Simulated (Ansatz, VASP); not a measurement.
# Two plane-wave programs on Cs

INCAR

```
SYSTEM = Cs
PREC = Accurate
ENCUT = 500
EDIFF = 1E-6
ISMEAR = 0
SIGMA = 0.05
LREAL = .False.
LASPH = .True.
NELM = 120
ALGO = Normal
ISIF = 2
LWAVE = .False.
LCHARG = .False.
NBANDS = 10
GGA_COMPAT = .False.
```

File KPOINTS:

```
regular mesh
0
Gamma
  4 4 4
  0 0 0
```

POSCAR

```
Cs
1.0
   -3.0146442070      3.0146442070      3.0146442070
    3.0146442070     -3.0146442070      3.0146442070
    3.0146442070      3.0146442070     -3.0146442070
Cs
1
Direct
    0.0013351904      0.0035032132     -0.0039034730
```

Input for Ansatz:

```yaml
crystal:
  lattice:
    - [-3.014644206966867, 3.014644206966867, 3.014644206966867]
    - [3.014644206966867, -3.014644206966867, 3.014644206966867]
    - [3.014644206966867, 3.0146442069668664, -3.014644206966867]
  atoms:
    - { symbol: Cs, position: [0.0013351903821561745, 0.0035032132002621, -0.0039034729842584177] }
kpoints:
  mp_grid:
    grid: [4, 4, 4]
hamiltonian:
  xc: lda
scf:
  occupations:
    method: gaussian
    width: 0.05
output:
  forces: true
  stress: true
```

Alike in both runs: task single point; functional LDA; k mesh 4 × 4 × 4; occupations gaussian, width 0.05 eV; no spin polarisation.

|  | VASP | Ansatz |
| --- | --- | --- |
| version | VASP 6.6.1 | Ansatz 0.2.0 |
| potentials or method | VASP PAW LDA potentials, release 64 (Cs_sv) | plane waves, PAW |
| plane-wave cutoff (eV) | 500 | 420 |
| valence electrons in the cell | 9 | 9 |

```tsv
	VASP	Ansatz	Ansatz less VASP
pressure (GPa)	-0.3	-0.3	+0.02
```

LDA's correlation is that of Perdew and Zunger in VASP and of Perdew and Wang (1992) in Ansatz.

The k mesh is coarse, so the values compare programs but aren't converged. Neither program's run includes spin-orbit coupling.
